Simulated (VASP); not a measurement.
Write the native input for VASP 6.6.1 that does the following.

```yaml
Task: single point
Functional: RPBE
Potentials_or_basis: VASP PAW PBE potentials, release 64 (In_d)
Cutoff: 520 eV
k_mesh: 11 × 11 × 6
Occupations: fermi-dirac, width 0.1 eV
Spin: no spin polarisation
Dipole_correction: no
Further_INCAR_settings: ALGO = Normal; EDIFF = 1e-06; NBANDS = 20
```

The structure of In lies in POSCAR:

```
In
1.0
    3.4573261821      0.0000000000      0.0000000000
   -1.7286630910      2.9941323029      0.0000000000
    0.0000000000      0.0000000000      5.6111385739
In
2
Direct
    0.3333333333      0.6666666667      0.2500000000
    0.6666666667      0.3333333333      0.7500000000
```

One way to write it, as run:

INCAR

```
  PREC = Accurate
  ENCUT = 520
  EDIFF = 1E-6
  ISMEAR = -1
  SIGMA = 0.1
  LREAL = False
  LASPH = True
  NELM = 100
  ALGO = Normal
  ISIF = 2
  LWAVE = False
  LCHARG = False
  GGA = RP
  NBANDS = 20
```

KPOINTS

```
regular mesh
0
Gamma
  11 11 6
```

Potentials or basis: VASP PAW PBE potentials, release 64 (In_d).

Run with:

```sh
$ cat potpaw_PBE.64/In_d/POTCAR > POTCAR
$ mpirun -np 1 vasp_std > vasp.out
```

Results of the run:

```yaml
Pressure: -0.1 GPa
Band_gap_on_the_k_mesh: zero (band 13 reaches 9.88 eV, above the bottom of band 14 at 4.31 eV)
```

Caveat: the PAW data sets were made with another functional, which shifts forces and pressure a little; spin-orbit coupling is left out, which moves the levels of the heavy elements.

Run time: 22 s on 1 thread of Intel(R) Xeon(R) 6975P-C (Granite Rapids), on a shared host, peak memory 0.2 GiB.
